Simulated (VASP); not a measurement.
Set up this calculation in VASP 6.6.1, as the native input.

```yaml
Task: single point
Functional: PBEsol
Dispersion: D3(BJ)
Potentials_or_basis: VASP PAW PBE potentials, release 64 (Ca_sv, O)
Cutoff: 600 eV
k_mesh: 10 × 10 × 10
Occupations: tetrahedron
Spin: no spin polarisation
Dipole_correction: no
Further_INCAR_settings: ALGO = Normal; EDIFF = 1e-06; NBANDS = 15
```

The structure of CaO lies in POSCAR:

```
CaO
1.0
    0.0000000000      2.4035556950      2.4035556950
    2.4035556950      0.0000000000      2.4035556950
    2.4035556950      2.4035556950      0.0000000000
Ca O
1 1
Direct
    0.0000000000      0.0000000000      0.0000000000
    0.5000000000      0.5000000000      0.5000000000
```

One way to write it, as run:

INCAR

```
SYSTEM = CaO
PREC = Accurate
ENCUT = 600
EDIFF = 1E-6
ISMEAR = -5
SIGMA = 0.05
LREAL = .FALSE.
LASPH = .TRUE.
NELM = 120
ALGO = Normal
ISIF = 2
LWAVE = .FALSE.
LCHARG = .TRUE.
GGA = PS
IVDW = 12
LELF = .TRUE.
LVHAR = .TRUE.
NBANDS = 15
GGA_COMPAT = .FALSE.
```

KPOINTS

```
regular mesh
0
G
  10 10 10
  0 0 0
```

Potentials or basis: VASP PAW PBE potentials, release 64 (Ca_sv, O).

Launch:

```sh
$ cat potpaw_PBE.64/Ca_sv/POTCAR potpaw_PBE.64/O/POTCAR > POTCAR
$ mpirun -np 1 vasp_std > vasp.out
```

Results of the run:

```
Pressure                   : -5.4 GPa
Band gap on the k mesh     : 3.54 eV (least direct gap 3.91 eV)
Dispersion energy per atom : -0.263 eV
```

Caveat: the cell stands under tension; the PAW data sets were made with another functional, which shifts forces and pressure a little.

Wall time 15 s on 1 thread of Intel(R) Xeon(R) Platinum 8488C (Sapphire Rapids), with other jobs on the host, peak memory 0.18 GiB.
